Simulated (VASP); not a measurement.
# Al12Si in VASP: relaxation of the atoms with PBE

Aim: the relaxation of the atoms of Al12Si with PBE.

Everything below comes from runs of VASP 6.6.1. Logs are shortened: lines on timing, memory, paths and dates and some standing lists are left out, and cuts for length are marked.

### Step 1. The cell of the first run

The cell holds a slab with vacuum, 13 atoms: a = 5.714 Å, b = 5.714 Å, c = 19.675 Å, α = 90.00°, β = 90.00°, γ = 90.00°.

### Step 2. Relaxation of the atoms, PBE

INCAR

```
PREC = Accurate
ENCUT = 450
EDIFF = 1E-7
ISMEAR = 0
SIGMA = 0.1
LREAL = F
LASPH = T
NELM = 120
ALGO = Normal
ISIF = 2
LWAVE = F
LCHARG = F
LDIPOL = T
IDIPOL = 3
DIPOL = 0.5 0.5 0.323
GGA = PE
IBRION = 2
NSW = 36
EDIFFG = -0.025
GGA_COMPAT = F
NELMIN = 4
NELMDL = -8
```

KPOINTS

```
regular mesh
0
Gamma
  5 5 1
```

POSCAR

```
Al12Si
1.0
    5.7143028096      0.0000000000      0.0000000000
    0.0000000000      5.7143028096      0.0000000000
    0.0000000000      0.0000000000     19.6750228547
Al Si
12 1
Selective dynamics
Direct
    0.2500000000      0.2500000000      0.2033034487  F F F
    0.2500000000      0.7500000000      0.2033034487  F F F
    0.7500000000      0.2500000000      0.2033034487  F F F
    0.7500000000      0.7500000000      0.2033034487  F F F
    0.0000000000      0.0000000000      0.3092772455  F F F
    0.0000000000      0.5000000000      0.3092772455  F F F
    0.5000000000      0.0000000000      0.3092772455  F F F
    0.5000000000      0.5000000000      0.3092772455  F F F
    0.2500000000      0.2500000000      0.4155025849  F F F
    0.2500000000      0.7500000000      0.4155025849  F F F
    0.7500000000      0.2500000000      0.4155025849  F F F
    0.7500000000      0.7500000000      0.4155025849  F F F
    0.5000000000      0.5000000000      0.4843933480  F F T
```

Potentials or basis: VASP PAW PBE potentials, release 64 (Al, Si).

Run with:

```
$ cat potpaw_PBE.64/Al/POTCAR potpaw_PBE.64/Si/POTCAR > POTCAR
$ mpirun -np 1 vasp_std > vasp.out
```

OUTCAR:

```text
PREC = Accurate
   ENCUT = 450
   EDIFF = 1E-7
   ISMEAR = 0
   LREAL = F
   LASPH = T
   NELM = 120
   ISIF = 2
   GGA = PE
   IBRION = 2
   NSW = 36
   EDIFFG = -0.025
   NELMIN = 4
   NELMDL = -8

 ion  position               nearest neighbor table
   1  0.250  0.250  0.203-   2 2.86   3 2.86   2 2.86   3 2.86   7 2.90   8 2.90   5 2.90   6 2.90

   2  0.250  0.750  0.203-   1 2.86   4 2.86   1 2.86   4 2.86   7 2.90   8 2.90   5 2.90   6 2.90

   3  0.750  0.250  0.203-   1 2.86   4 2.86   4 2.86   1 2.86   7 2.90   8 2.90   5 2.90   6 2.90
[... 4 lines left out ...]
                            11 2.91  12 2.91   9 2.91  10 2.91
   6  0.000  0.500  0.309-   5 2.86   8 2.86   5 2.86   8 2.86   1 2.90   2 2.90   3 2.90   4 2.90
                            11 2.91  12 2.91   9 2.91  10 2.91
   7  0.500  0.000  0.309-   5 2.86   8 2.86   8 2.86   5 2.86   1 2.90   2 2.90   3 2.90   4 2.90
                            11 2.91  12 2.91   9 2.91  10 2.91
   8  0.500  0.500  0.309-   6 2.86   7 2.86   7 2.86   6 2.86   1 2.90   2 2.90   3 2.90   4 2.90
                            11 2.91  12 2.91   9 2.91  10 2.91
   9  0.250  0.250  0.416-  13 2.43  11 2.86  10 2.86  10 2.86  11 2.86   6 2.91   7 2.91   8 2.91
                             5 2.91
  10  0.250  0.750  0.416-  13 2.43  12 2.86   9 2.86   9 2.86  12 2.86   6 2.91   7 2.91   8 2.91
                             5 2.91
  11  0.750  0.250  0.416-  13 2.43  12 2.86   9 2.86  12 2.86   9 2.86   6 2.91   7 2.91   8 2.91
                             5 2.91
  12  0.750  0.750  0.416-  13 2.43  11 2.86  10 2.86  11 2.86  10 2.86   6 2.91   7 2.91   8 2.91
                             5 2.91
  13  0.500  0.500  0.484-   9 2.43  10 2.43  11 2.43  12 2.43

  LATTYP: Found a simple tetragonal cell.
 ALAT       =     5.7143028096
 C/A-ratio  =     3.4431186989

  Lattice vectors:

 A1 = (   5.7143028096,   0.0000000000,   0.0000000000)
 A2 = (   0.0000000000,   5.7143028096,   0.0000000000)
 A3 = (   0.0000000000,   0.0000000000,  19.6750228547)

Analysis of symmetry for initial positions (statically):
=====================================================================
 Subroutine PRICEL returns:
 Original cell was already a primitive cell.

 Routine SETGRP: Setting up the symmetry group for a
 simple tetragonal supercell.

 Subroutine GETGRP returns: Found  8 space group operations
 (whereof  8 operations were pure point group operations)
 out of a pool of 16 trial point group operations.

The static configuration has the point symmetry C_4v.

Analysis of symmetry for dynamics (positions and initial velocities):
=====================================================================
 Subroutine PRICEL returns:
 Original cell was already a primitive cell.
[... 144 lines left out ...]
     AMIX     =   0.40;   BMIX     =  1.00
     AMIX_MAG =   1.60;   BMIX_MAG =  1.00
  volume/ion in A,a.u.               =      49.42       333.50
  Fermi-wavevector in a.u.,A,eV,Ry     =   0.648855  1.226158  5.728225  0.421013
  Thomas-Fermi vector in A             =   1.717622
   LORBIT       =      0    0 simple, 1 ext, 2 COOP (PROOUT), +10 PAW based schemes
   GGA     = PE    functional components
   LHFCALC =     F    Hartree Fock is set to
   AEXX    =    0.0000 exact exchange contribution
   IVDW    =     0    specifies the selected vdW correction
   LEPSILON=     F    determine dielectric tensor
   LRPA    =     F    only Hartree local field effects (RPA)
 conjugate gradient relaxation of ions
 non-spin polarized calculation
 Gauss-broadening in eV      SIGMA  =   0.10
  energy-cutoff  :      450.00
  volume of cell :      642.45
 maximum number of plane-waves:     13940
 NGX is ok and might be reduce to    40
   NGX = 19   NGY = 19   NGZ = 69

 dipolmoment           0.000000      0.000000     -0.165657 electrons x Angstroem

--------------------------------------- Ionic step        1  -------------------------------------------

 number of electron      40.0000001 magnetization

 Free energy of the ion-electron system (eV)
  ---------------------------------------------------
  ext. energy  EPLUGINS =         0.00000000
  ---------------------------------------------------
  free energy    TOTEN  =       -46.05024363 eV

  energy without entropy =      -46.02649872  energy(sigma->0) =      -46.03837117

------------------------ aborting loop because EDIFF is reached ----------------------------------------

  FORCE on cell =-STRESS in cart. coord.  units (eV):
  Direction    XX          YY          ZZ          XY          YZ          ZX
  --------------------------------------------------------------------------------------
  -------------------------------------------------------------------------------------
  Total       -5.5592541     -5.5592541      3.5063583      0.0000000      0.0000000      0.0000000
  in kB      -13.8638982    -13.8638982      8.7443015      0.0000000      0.0000000      0.0000000
  external PRESSURE =      -6.3278316 kB  Pullay stress =       0.0000000 kB
[... 81 lines left out ...]
--------------------------------------- Ionic step        3  -------------------------------------------

 number of electron      40.0000001 magnetization

 dipolmoment           0.000000      0.000000      0.076301 electrons x Angstroem

 Free energy of the ion-electron system (eV)
  ---------------------------------------------------
  ext. energy  EPLUGINS =         0.00000000
  ---------------------------------------------------
  free energy    TOTEN  =       -46.31092465 eV

  energy without entropy =      -46.29592119  energy(sigma->0) =      -46.30342292

 E-fermi :  -0.2395     XC(G=0):  -4.4952

 val. band max:       -0.3116370390   @ k =   0.4000   0.0000   0.0000
 cond. band min:      -0.2193452077   @ k =   0.2000   0.0000   0.0000
 fundamental gap:      0.0922918313
 Fermi energy:        -0.2395111849

 k-point     1 :       0.0000    0.0000    0.0000
  band No.  band energies     occupation
      1     -10.6127      2.00000
      2      -9.1013      2.00000
      3      -7.2083      2.00000
      4      -6.1436      2.00000
      5      -6.1436      2.00000
      6      -5.9527      2.00000
[... 169 lines left out ...]
     26       1.8962      0.00000
     27       1.9272      0.00000

------------------------ aborting loop because EDIFF is reached ----------------------------------------

 vacuum level on the upper side and lower side of the slab       (xc-potential included)         0.071        -0.325

  FORCE on cell =-STRESS in cart. coord.  units (eV):
  Direction    XX          YY          ZZ          XY          YZ          ZX
  --------------------------------------------------------------------------------------
  -------------------------------------------------------------------------------------
  Total       -7.9923017     -7.9923017      0.4261485      0.0000000     -0.0000000      0.0000000
  in kB      -19.9315330    -19.9315330      1.0627468      0.0000000     -0.0000000      0.0000000
  external PRESSURE =     -12.9334397 kB  Pullay stress =       0.0000000 kB
[... 28 lines left out ...]
  FREE ENERGIE OF THE ION-ELECTRON SYSTEM (eV)
  ---------------------------------------------------
  free  energy   TOTEN  =       -46.3109246492 eV

  energy  without entropy=      -46.2959211899  energy(sigma->0) =      -46.30342292

 reached required accuracy - stopping structural energy minimisation

 vacuum level on the upper side and lower side of the slab         4.380         3.975
```

OSZICAR:

```text
N       E                     dE             d eps       ncg     rms          rms(c)
DAV:   1     0.142432976239E+03    0.14243E+03   -0.11298E+04   324   0.930E+02
DAV:   2    -0.378023202421E+02   -0.18024E+03   -0.17612E+03   434   0.167E+02
DAV:   3    -0.474952641554E+02   -0.96929E+01   -0.95332E+01   405   0.396E+01
[... 65 lines left out ...]
DAV:  16    -0.463109232487E+02   -0.29432E-05   -0.29394E-07   278   0.144E-03    0.129E-03
DAV:  17    -0.463109239817E+02   -0.73306E-06   -0.10010E-07   249   0.119E-03    0.607E-04
DAV:  18    -0.463109243865E+02   -0.40475E-06   -0.38187E-08   186   0.713E-04    0.590E-04
DAV:  19    -0.463109245509E+02   -0.16445E-06   -0.13298E-08   183   0.462E-04    0.145E-04
DAV:  20    -0.463109246492E+02   -0.98333E-07   -0.63544E-09   180   0.325E-04
   3 F= -.46310925E+02 E0= -.46303423E+02  d E =-.260681E+00
```

It took 7 min on 1 thread of AMD EPYC 7R13 (Zen 3), shared host; peak memory 0.52 GiB.

Results:

```
Free energy               : -46.3109 eV
Energy gained by relaxing : 20.1 meV/atom
Ionic steps               : 3
Band gap on the k mesh    : zero (bands 20 and 21 overlap by 0.60 eV)
```

Step by step:
```tsv
step	energy change (eV)	largest force on free atoms (eV/Å)	pressure (GPa)
1	0.0000	1.8599	-0.63
2	-0.1403	1.2651	-0.87
3	-0.2607	0.0168	-1.29
```

Final structure:
```yaml
crystal:
  lattice:
    - [5.71430, 0.00000, 0.00000]
    - [0.00000, 5.71430, 0.00000]
    - [0.00000, 0.00000, 19.67502]
  atoms:
    - { symbol: Al, position: [0.25000, 0.25000, 0.20330] }
    - { symbol: Al, position: [0.25000, 0.75000, 0.20330] }
    - { symbol: Al, position: [0.75000, 0.25000, 0.20330] }
    - { symbol: Al, position: [0.75000, 0.75000, 0.20330] }
    - { symbol: Al, position: [0.00000, 0.00000, 0.30928] }
    - { symbol: Al, position: [0.00000, 0.50000, 0.30928] }
    - { symbol: Al, position: [0.50000, 0.00000, 0.30928] }
    - { symbol: Al, position: [0.50000, 0.50000, 0.30928] }
    - { symbol: Al, position: [0.25000, 0.25000, 0.41550] }
    - { symbol: Al, position: [0.25000, 0.75000, 0.41550] }
    - { symbol: Al, position: [0.75000, 0.25000, 0.41550] }
    - { symbol: Al, position: [0.75000, 0.75000, 0.41550] }
    - { symbol: Si, position: [0.50000, 0.50000, 0.49865] }
```
